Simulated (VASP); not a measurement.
Input of a VASP 6.6.1 run:

Contents of INCAR:

```
PREC = Accurate
ENCUT = 520
EDIFF = 1E-6
ISMEAR = 0
SIGMA = 0.05
LREAL = F
LASPH = T
NELM = 100
ALGO = Normal
ISIF = 2
LWAVE = F
LCHARG = F
GGA = PE
IVDW = 12
NBANDS = 21
```

File KPOINTS:

```
Automatic mesh
0
Gamma
  10 10 3
```

File POSCAR:

```
BN
1.0
   -1.2530569071     -2.1703582278      0.0000000000
    1.2530569071     -2.1703582278      0.0000000000
    0.0000000000      0.0000000000      9.8846513545
B N
3 3
Direct
    1.0000000000      1.0000000000      0.9996975441
    0.3333333333      0.3333333333      0.3330308775
    0.6666666667      0.6666666667      0.6663642108
    1.0000000000      1.0000000000      0.3327354559
    0.3333333333      0.3333333333      0.6660687892
    0.6666666667      0.6666666667      0.9994021225
```

Potentials or basis: VASP PAW PBE potentials, release 64 (B, N).

Command:

```console
$ cat potpaw_PBE.64/B/POTCAR potpaw_PBE.64/N/POTCAR > POTCAR
$ mpirun -np 1 vasp_std > vasp.out
```

(1) What does it give for the pressure?

(2) What does it give for the band gap on the k mesh?

(3) What does it give for the dispersion energy per atom?

Answers

(1) 0.1 GPa.

(2) 4.17 eV.

(3) -0.142 eV.
